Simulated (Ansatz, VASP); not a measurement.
**AlCo: VASP beside Ansatz**

File POSCAR:

```
AlCo
1.0
    0.0000000000      1.9403072720      1.9403072720
    1.9403072720      0.0000000000      1.9403072720
    1.9403072720      1.9403072720      0.0000000000
Co Al
1 1
Direct
    0.0000000000      0.0000000000      0.0000000000
    0.5000000000      0.5000000000      0.5000000000
```

The input INCAR.step1:

```
PREC = Accurate
ENCUT = 520
ISMEAR = -1
SIGMA = 0.08
LREAL = False
LASPH = True
NELM = 60
NBANDS = 13
GGA = PE
ALGO = Normal
EDIFF = 1E-4
LWAVE = True
LCHARG = False
```

Contents of INCAR.step2:

```
PREC = Accurate
ENCUT = 520
EDIFF = 1E-6
ISMEAR = -1
SIGMA = 0.08
LREAL = False
LASPH = True
NELM = 60
ALGO = Normal
ISIF = 2
LWAVE = False
LCHARG = False
METAGGA = R2SCAN
LMIXTAU = True
NBANDS = 13
ISTART = 1
```

Contents of KPOINTS:

```
Automatic mesh
0
Gamma
  15 15 15
```

Input for Ansatz:

```yaml
crystal:
  lattice:
    - [0.0, 1.940307272, 1.940307272]
    - [1.940307272, 0.0, 1.940307272]
    - [1.940307272, 1.940307272, 0.0]
  atoms:
    - { symbol: Co, position: [0.0, 0.0, 0.0] }
    - { symbol: Al, position: [0.5, 0.5, 0.5] }
kpoints:
  mp_grid: { grid: [15, 15, 15] }
  band_path:
    path:
      - [0.0, 0.0, 0.0]
      - [0.5, 0.0, 0.5]
      - [0.625, 0.25, 0.625]
      - [0.375, 0.375, 0.75]
      - [0.0, 0.0, 0.0]
      - [0.5, 0.5, 0.5]
      - [0.5, 0.25, 0.75]
      - [0.5, 0.0, 0.5]
    npoints: 8
scf:
  occupations: { method: fermi_dirac, width: 0.08 }
hamiltonian:
  xc: r2scan
  pseudopotentials: { kind: paw }
output:
  forces: true
  stress: true
  eigenvalues: true
  populations: true
  dos: { projected: true, de: 0.2, e_range: [-14, 8] }
  write_density: true
  write_potential: true
  elf: true
  volumetric_format: npy
```

Change from the starting cell: volume scaled by 0.55, PAW files.

Alike in both runs: task single point; functional r2SCAN; k mesh 15 × 15 × 15; occupations fermi-dirac, width 0.08 eV; no spin polarisation.

|  | VASP | Ansatz |
| --- | --- | --- |
| version | VASP 6.6.1 | Ansatz 0.2.0 |
| potentials or method | VASP PAW PBE potentials, release 64 (Co, Al) | PAW with Ansatz's default frozen-core files, scalar-relativistic |
| plane-wave cutoff (eV) | 520 | 500 |
| valence electrons in the cell | 12 | 20 |

VASP gave:

- pressure (GPa): 266.5

Task: Estimate Ansatz's values.

Result: Pressure (GPa): 259.9.

VASP's potentials were made for PBE, not for r2SCAN. Both programs put the cell under a high pressure, so it lies far from rest at this level. The functional is the same, so the differences come from potentials, cutoffs and numerics. VASP's potentials hold 12 valence electrons a cell and Ansatz's 20, so a difference there can come from the potentials and not from the codes.

Noted on VASP's run: the cell as given lies far from equilibrium.
